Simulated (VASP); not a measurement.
Here is a VASP 6.6.1 calculation.

Contents of INCAR:

```
SYSTEM = VH
PREC = Accurate
ENCUT = 600
EDIFF = 1E-7
ISMEAR = 0
SIGMA = 0.02
LREAL = .False.
LASPH = .True.
NELM = 150
ALGO = Normal
ISIF = 8
LWAVE = .False.
LCHARG = .False.
ISPIN = 2
MAGMOM = 1.5 0
LORBIT = 11
LMAXMIX = 4
IBRION = 2
NSW = 80
EDIFFG = -0.03
```

File KPOINTS:

```
regular mesh
0
Gamma
  9 9 9
  0 0 0
```

Contents of POSCAR:

```
VH
1.0
    0.0000000000      1.9637500000      1.9637500000
    1.9637500000      0.0000000000      1.9637500000
    1.9637500000      1.9637500000      0.0000000000
V H
1 1
Direct
    0.0000000000      0.0000000000      0.0000000000
    0.5000000000      0.5000000000      0.5000000000
```

Potentials or basis: VASP PAW LDA potentials, release 64 (V_sv, H).

Run with:

```sh
$ cat potpaw_LDA.64/V_sv/POTCAR potpaw_LDA.64/H/POTCAR > POTCAR
$ mpirun -np 1 vasp_std > vasp.out
```

**Question.** Estimate the relaxed cell.

**Answer.** a = 2.735 Å, b = 2.735 Å, c = 2.735 Å, α = 60.00°, β = 60.00°, γ = 60.00°.

**Question.** Predict the relaxed volume.

**Answer.** 7.23 Å³/atom.

Step by step:
```tsv
step	energy change (eV)	largest force (eV/Å)	pressure (GPa)	volume (Å³)
1	0.0000	0.0000	-9.19	15.15
2	-0.0172	0.0000	4.14	14.21
3	-0.0204	0.0000	0.01	14.47
```
